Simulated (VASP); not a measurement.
# PbS in VASP: notebook

The runs below take PbS through single point, with PBE.

Everything below comes from runs of VASP 6.6.1. Logs are shortened: lines on timing, memory, paths and dates and some standing lists are left out, and cuts for length are marked.

## 1. The cell of the first run

The cell holds a slab with vacuum, 8 atoms: a = 4.249 Å, b = 4.249 Å, c = 24.014 Å, α = 90.00°, β = 90.00°, γ = 90.00°.

## 2. Single point, PBE

Input file INCAR:

```
PREC = Accurate
ENCUT = 520
EDIFF = 1E-6
ISMEAR = 0
SIGMA = 0.05
LREAL = F
LASPH = T
NELM = 60
ALGO = Normal
ISIF = 2
LWAVE = F
LCHARG = F
LDIPOL = T
IDIPOL = 3
DIPOL = 0.5 0.5 0.500
GGA = PE
NBANDS = 50
```

Input file KPOINTS:

```
regular mesh
0
Gamma
  8 8 1
```

Input file POSCAR:

```
PbS
1.0
    4.2490215878      0.0000000000      0.0000000000
    0.0000000000      4.2490215878      0.0000000000
    0.0000000000      0.0000000000     24.0135359345
Pb S
4 4
Direct
    0.0000000000      0.0000000000      0.3123238502
    0.5000000000      0.5000000000      0.4374412834
    0.0000000000      0.0000000000      0.5625587166
    0.5000000000      0.5000000000      0.6876761498
    0.5000000000      0.5000000000      0.3123238502
    0.0000000000      0.0000000000      0.4374412834
    0.5000000000      0.5000000000      0.5625587166
    0.0000000000      0.0000000000      0.6876761498
```

Potentials or basis: VASP PAW PBE potentials, release 64 (Pb_d, S).

Launch:

```console
$ cat potpaw_PBE.64/Pb_d/POTCAR potpaw_PBE.64/S/POTCAR > POTCAR
$ mpirun -np 1 vasp_std > vasp.out
```

OUTCAR:

```text
PREC = Accurate
   ENCUT = 520
   EDIFF = 1E-6
   ISMEAR = 0
   LREAL = F
   LASPH = T
   NELM = 60
   ISIF = 2
   GGA = PE

 ion  position               nearest neighbor table
   1  0.000  0.000  0.312-   5 3.00   5 3.00   5 3.00   5 3.00   6 3.00
   2  0.500  0.500  0.437-   6 3.00   6 3.00   6 3.00   6 3.00   5 3.00   7 3.00
   3  0.000  0.000  0.563-   7 3.00   7 3.00   7 3.00   7 3.00   8 3.00   6 3.00
   4  0.500  0.500  0.688-   8 3.00   8 3.00   8 3.00   8 3.00   7 3.00
   5  0.500  0.500  0.312-   1 3.00   1 3.00   1 3.00   1 3.00   2 3.00
   6  0.000  0.000  0.437-   2 3.00   2 3.00   2 3.00   2 3.00   1 3.00   3 3.00
   7  0.500  0.500  0.563-   3 3.00   3 3.00   3 3.00   3 3.00   4 3.00   2 3.00
   8  0.000  0.000  0.688-   4 3.00   4 3.00   4 3.00   4 3.00   3 3.00

  LATTYP: Found a simple tetragonal cell.
 ALAT       =     4.2490215878
 C/A-ratio  =     5.6515448176

  Lattice vectors:

 A1 = (   4.2490215878,   0.0000000000,   0.0000000000)
 A2 = (   0.0000000000,   4.2490215878,   0.0000000000)
 A3 = (   0.0000000000,   0.0000000000,  24.0135359345)

Analysis of symmetry for initial positions (statically):
=====================================================================
 Subroutine PRICEL returns:
 Original cell was already a primitive cell.

 Routine SETGRP: Setting up the symmetry group for a
 simple tetragonal supercell.

 Subroutine GETGRP returns: Found 16 space group operations
 (whereof  8 operations were pure point group operations)
 out of a pool of 16 trial point group operations.

The static configuration has the point symmetry C_4v.
 The point group associated with its full space group is D_4h.

Analysis of symmetry for dynamics (positions and initial velocities):
=====================================================================
 Subroutine PRICEL returns:
 Original cell was already a primitive cell.

 Routine SETGRP: Setting up the symmetry group for a
 simple tetragonal supercell.

 Subroutine GETGRP returns: Found 16 space group operations
 (whereof  8 operations were pure point group operations)
 out of a pool of 16 trial point group operations.

The dynamic configuration has the point symmetry C_4v.
 The point group associated with its full space group is D_4h.

 Subroutine INISYM returns: Found 16 space group operations
 (whereof  8 operations are pure point group operations),
 and found     1 'primitive' translations

----------------------------------------------------------------------------------------

                                     Primitive cell

  volume of cell :     433.5448

  direct lattice vectors                    reciprocal lattice vectors
     4.249021588  0.000000000  0.000000000     0.235348298  0.000000000  0.000000000
     0.000000000  4.249021588  0.000000000     0.000000000  0.235348298  0.000000000
     0.000000000  0.000000000 24.013535934     0.000000000  0.000000000  0.041643180

  length of vectors
     4.249021588  4.249021588 24.013535934     0.235348298  0.235348298  0.041643180

  position of ions in fractional coordinates (direct lattice)
     0.000000000  0.000000000  0.312323850
     0.500000000  0.500000000  0.437441283
     0.000000000  0.000000000  0.562558717
     0.500000000  0.500000000  0.687676150
     0.500000000  0.500000000  0.312323850
     0.000000000  0.000000000  0.437441283
     0.500000000  0.500000000  0.562558717
     0.000000000  0.000000000  0.687676150

  ion indices of the primitive-cell ions
   primitive index   ion index
                 1           1
                 2           2
                 3           3
                 4           4
                 5           5
                 6           6
                 7           7
                 8           8

----------------------------------------------------------------------------------------

 KPOINTS: regular mesh

Automatic generation of k-mesh.
 Grid dimensions read from file:
 generate k-points for:    8    8    1

 Generating k-lattice:

  Cartesian coordinates                     Fractional coordinates (reciprocal lattice)
     0.029418537  0.000000000  0.000000000     0.125000000  0.000000000  0.000000000
     0.000000000  0.029418537  0.000000000     0.000000000  0.125000000  0.000000000
     0.000000000  0.000000000  0.041643180     0.000000000  0.000000000  1.000000000

  Length of vectors
     0.029418537  0.029418537  0.041643180

  Shift w.r.t. Gamma in fractional coordinates (k-lattice)
     0.000000000  0.000000000  0.000000000

 Subroutine IBZKPT returns following result:
 ===========================================

 Found     15 irreducible k-points:

 Following reciprocal coordinates:
            Coordinates               Weight
  0.000000  0.000000  0.000000      1.000000
  0.125000  0.000000  0.000000      4.000000
  0.250000  0.000000  0.000000      4.000000
  0.375000  0.000000  0.000000      4.000000
  0.500000  0.000000  0.000000      2.000000
  0.125000  0.125000  0.000000      4.000000
  0.250000  0.125000  0.000000      8.000000
  0.375000  0.125000  0.000000      8.000000
  0.500000  0.125000  0.000000      4.000000
  0.250000  0.250000  0.000000      4.000000
  0.375000  0.250000  0.000000      8.000000
  0.500000  0.250000  0.000000      4.000000
  0.375000  0.375000  0.000000      4.000000
  0.500000  0.375000  0.000000      4.000000
  0.500000  0.500000  0.000000      1.000000
   k-points           NKPTS =     15   k-points in BZ     NKDIM =     15   number of bands    NBANDS=     50
   number of dos      NEDOS =    301   number of ions     NIONS =      8
   total plane-waves  NPLWV = 184320
   dimension x,y,z NGX =    32 NGY =   32 NGZ =  180
   dimension x,y,z NGXF=    64 NGYF=   64 NGZF=  360
   ions per type =               4   4
   NGX,Y,Z   is equivalent  to a cutoff of  12.52, 12.52, 12.46 a.u.
   NGXF,Y,Z  is equivalent  to a cutoff of  25.04, 25.04, 24.92 a.u.
 SYSTEM =  unknown system
   PREC   = accura    normal or accurate (medium, high low for compatibility)
   ISTART =      0    job   : 0-new  1-cont  2-samecut
   ICHARG =      2    charge: 1-file 2-atom 10-const
   ISPIN  =      1    spin polarized calculation?
   LNONCOLLINEAR =      F non collinear calculations
   LSORBIT =      F    spin-orbit coupling
   LASPH  =      T    aspherical Exc in radial PAW
   ENCUT  =  520.0 eV  38.22 Ry    6.18 a.u.   7.90  7.90 44.65*2*pi/ulx,y,z
   NELM   =     60;   NELMIN=  2; NELMDL= -5     # of ELM steps
   EDIFF  = 0.1E-05   stopping-criterion for ELM
   LREAL  =      F    real-space projection
   EDIFFG = 0.1E-04   stopping-criterion for IOM
   NSW    =      0    number of steps for IOM
   IBRION =     -1    ionic relax: 0-MD 1-quasi-New 2-CG
   NFREE  =      0    steps in history (QN), initial steepest desc. (CG)
   ISIF   =      2    stress and relaxation
   ISYM   =      2    0-nonsym 1-usesym 2-fastsym
   POTIM  = 0.5000    time-step for ionic-motion
   TEBEG  =    0.0;   TEEND  =   0.0 temperature during run
   PSTRESS=    0.0 pullay stress
   NELECT =      80.0000    total number of electrons
   NUPDOWN=      -1.0000    fix difference up-down
   EMIN   =  10.00;   EMAX   =-10.00  energy-range for DOS
   EFERMI =   0.00;   METHOD = LEGACY
   ISMEAR =     0;   SIGMA  =   0.05  broadening in eV -4-tet -1-fermi 0-gaus
   EFERMI_NEDOS =   21; number of points for ismear=-14 and -15
   IALGO  =     38    algorithm
   IMIX   =      4    mixing-type and parameters
     AMIX     =   0.40;   BMIX     =  1.00
     AMIX_MAG =   1.60;   BMIX_MAG =  1.00
  volume/ion in A,a.u.               =      54.19       365.71
  Fermi-wavevector in a.u.,A,eV,Ry     =   0.932023  1.761269 11.818941  0.868668
  Thomas-Fermi vector in A             =   2.058578
   LORBIT       =      0    0 simple, 1 ext, 2 COOP (PROOUT), +10 PAW based schemes
   GGA     = PE    functional components
   LHFCALC =     F    Hartree Fock is set to
   AEXX    =    0.0000 exact exchange contribution
   IVDW    =     0    specifies the selected vdW correction
   LEPSILON=     F    determine dielectric tensor
   LRPA    =     F    only Hartree local field effects (RPA)
 non-spin polarized calculation
 Gauss-broadening in eV      SIGMA  =   0.05
  energy-cutoff  :      520.00
  volume of cell :      433.54
 maximum number of plane-waves:     11723
 NGX is ok and might be reduce to    32
   NGX = 15   NGY = 15   NGZ = 89

 dipolmoment           0.000000      0.000000     -0.000000 electrons x Angstroem

 number of electron      80.0000007 magnetization

 dipolmoment           0.000000      0.000000      0.000000 electrons x Angstroem

 Free energy of the ion-electron system (eV)
  ---------------------------------------------------
  ext. energy  EPLUGINS =         0.00000000
  ---------------------------------------------------
  free energy    TOTEN  =       -34.52036930 eV

  energy without entropy =      -34.52036930  energy(sigma->0) =      -34.52036930

 E-fermi :   0.5056     XC(G=0):  -5.2651

 val. band max:        0.2608266437   @ k =   0.5000   0.0000   0.0000
 cond. band min:       1.3796030226   @ k =   0.5000   0.0000   0.0000
 fundamental gap:      1.1187763789
 Fermi energy:         0.5056440112

 k-point     1 :       0.0000    0.0000    0.0000
  band No.  band energies     occupation
      1     -16.4107      2.00000
      2     -16.4071      2.00000
      3     -16.3298      2.00000
      4     -16.3298      2.00000
      5     -16.3297      2.00000
      6     -16.3297      2.00000
[... 42 lines left out ...]
     49       5.4899      0.00000
     50       5.4976      0.00000

 k-point     2 :       0.1250    0.0000    0.0000
  band No.  band energies     occupation
      1     -16.4057      2.00000
      2     -16.4025      2.00000
      3     -16.3316      2.00000
      4     -16.3315      2.00000
      5     -16.3296      2.00000
      6     -16.3296      2.00000
[... 681 lines left out ...]
 k-point    15 :       0.5000    0.5000    0.0000
  band No.  band energies     occupation
      1     -16.3721      2.00000
      2     -16.3721      2.00000
      3     -16.3458      2.00000
      4     -16.3458      2.00000
      5     -16.3411      2.00000
      6     -16.3411      2.00000
[... 42 lines left out ...]
     49       5.6171      0.00000
     50       5.6188      0.00000

------------------------ aborting loop because EDIFF is reached ----------------------------------------

 vacuum level on the upper side and lower side of the slab       (xc-potential included)        -0.115        -0.115

  FORCE on cell =-STRESS in cart. coord.  units (eV):
  Direction    XX          YY          ZZ          XY          YZ          ZX
  --------------------------------------------------------------------------------------
  -------------------------------------------------------------------------------------
  Total       -1.7125578     -1.7125578     -3.3792975      0.0000000      0.0000000      0.0000000
  in kB       -6.3288067     -6.3288067    -12.4882914      0.0000000      0.0000000      0.0000000
  external PRESSURE =      -8.3819683 kB  Pullay stress =       0.0000000 kB

 VOLUME and BASIS-vectors are now :
 -----------------------------------------------------------------------------
  energy-cutoff  :      520.00
  volume of cell :      433.54
      direct lattice vectors                 reciprocal lattice vectors
     4.249021588  0.000000000  0.000000000     0.235348298  0.000000000  0.000000000
     0.000000000  4.249021588  0.000000000     0.000000000  0.235348298  0.000000000
     0.000000000  0.000000000 24.013535934     0.000000000  0.000000000  0.041643180

 POSITION                                       TOTAL-FORCE (eV/Angst)
 -----------------------------------------------------------------------------------
      0.00000      0.00000      7.50000         0.000000      0.000000      0.378889
      2.12451      2.12451     10.50451         0.000000      0.000000     -0.396541
      0.00000      0.00000     13.50902         0.000000     -0.000000      0.396541
      2.12451      2.12451     16.51354        -0.000000      0.000000     -0.378889
      2.12451      2.12451      7.50000        -0.000000     -0.000000      0.265053
      0.00000      0.00000     10.50451         0.000000      0.000000     -0.440975
      2.12451      2.12451     13.50902         0.000000     -0.000000      0.440975
      0.00000      0.00000     16.51354         0.000000      0.000000     -0.265053
 -----------------------------------------------------------------------------------
    total drift:                                0.000000     -0.000000      0.000000

  FREE ENERGIE OF THE ION-ELECTRON SYSTEM (eV)
  ---------------------------------------------------
  free  energy   TOTEN  =       -34.5203692978 eV

  energy  without entropy=      -34.5203692978  energy(sigma->0) =      -34.52036930

 vacuum level on the upper side and lower side of the slab         4.632         4.632
```

Run time: 4.7 min. Hardware: 1 thread of Intel Xeon 6975P-C (Granite Rapids), shared host; peak memory 0.58 GiB.

Results:

```
Free energy            : -34.5204 eV
Largest force          : 0.441 eV/Å
Band gap on the k mesh : 1.12 eV
```

Forces in eV/Å, atoms in the order of the input:
```
Pb   0.000  0.000  0.379
Pb   0.000  0.000 -0.397
Pb   0.000  0.000  0.397
Pb   0.000  0.000 -0.379
S    0.000  0.000  0.265
S    0.000  0.000 -0.441
S    0.000  0.000  0.441
S    0.000  0.000 -0.265
```

Levels at points of the mesh, in eV from the valence-band top:
```csv
k point,band 36,band 37,band 38,band 39,band 40,band 41,band 42,band 43,band 44,band 45
"(0.00, 0.00, 0.00)",-1.87,-1.70,-1.70,-1.22,-0.85,2.01,2.87,3.57,4.19,4.51
"(0.50, 0.00, 0.00)",-1.01,-0.23,-0.23,0.00,0.00,1.12,1.12,1.62,1.62,2.20
"(0.50, 0.50, 0.00)",-3.00,-2.31,-2.31,-0.97,-0.97,2.62,2.62,4.55,4.55,4.57
```

Caveat: spin-orbit coupling is left out, which moves the levels of the heavy elements.

## 3. Single point, PBE

Edit INCAR of step 2 so:

```diff
@@ -2,3 +2,3 @@
 ENCUT = 520
-EDIFF = 1E-6
+EDIFF = 1E-7
 ISMEAR = 0
@@ -7,3 +7,3 @@
 LASPH = T
-NELM = 60
+NELM = 80
 ALGO = Normal
```

Input file KPOINTS:

```
Automatic mesh
0
Gamma
  8 8 1
```

Input file POSCAR:

```
PbS
1.0
    4.2490215878      0.0000000000      0.0000000000
    0.0000000000      4.2490215878      0.0000000000
    0.0000000000      0.0000000000     24.0135359345
Pb S
4 4
Direct
    0.0000000000      0.0000000000      0.3137823011
    0.5000000000      0.5000000000      0.4310250292
    0.0000000000      0.0000000000      0.5689645629
    0.5000000000      0.5000000000      0.6862178657
    0.5000000000      0.5000000000      0.3164107510
    0.0000000000      0.0000000000      0.4278521556
    0.5000000000      0.5000000000      0.5721553014
    0.0000000000      0.0000000000      0.6835920330
```

Potentials or basis: VASP PAW PBE potentials, release 64 (Pb_d, S).

Launch:

```console
$ cat potpaw_PBE.64/Pb_d/POTCAR potpaw_PBE.64/S/POTCAR > POTCAR
$ mpirun -np 1 vasp_std > vasp.out
```

It took 4.5 min on 1 thread of Intel Xeon 6975P-C (Granite Rapids), shared host; peak memory 0.59 GiB.

Results (log left out):

```yaml
Free_energy: -34.7611 eV
Largest_force: 0.008 eV/Å
Band_gap_on_the_k_mesh: 1.61 eV (least direct gap 1.63 eV)
```

Forces in eV/Å, atoms in the order of the input:
```
Pb   0.000  0.000  0.001
Pb   0.000  0.000 -0.006
Pb   0.000  0.000  0.008
Pb   0.000  0.000  0.000
S    0.000  0.000  0.000
S    0.000  0.000  0.004
S    0.000  0.000 -0.005
S    0.000  0.000 -0.001
```

Levels at points of the mesh, in eV from the valence-band top:
```
           k point  band 36  band 37  band 38  band 39  band 40  band 41  band 42  band 43  band 44  band 45
(0.00, 0.00, 0.00)    -1.56    -1.43    -1.43    -0.79    -0.30     1.97     3.08     4.35     4.68     4.74
(0.50, 0.00, 0.00)    -0.99    -0.15    -0.15    -0.02    -0.02     1.61     1.61     1.94     1.94     2.79
(0.50, 0.50, 0.00)    -2.70    -1.97    -1.97    -1.02    -1.02     3.47     3.47     4.66     4.66     4.93
```

Caveat: spin-orbit coupling is left out, which moves the levels of the heavy elements.
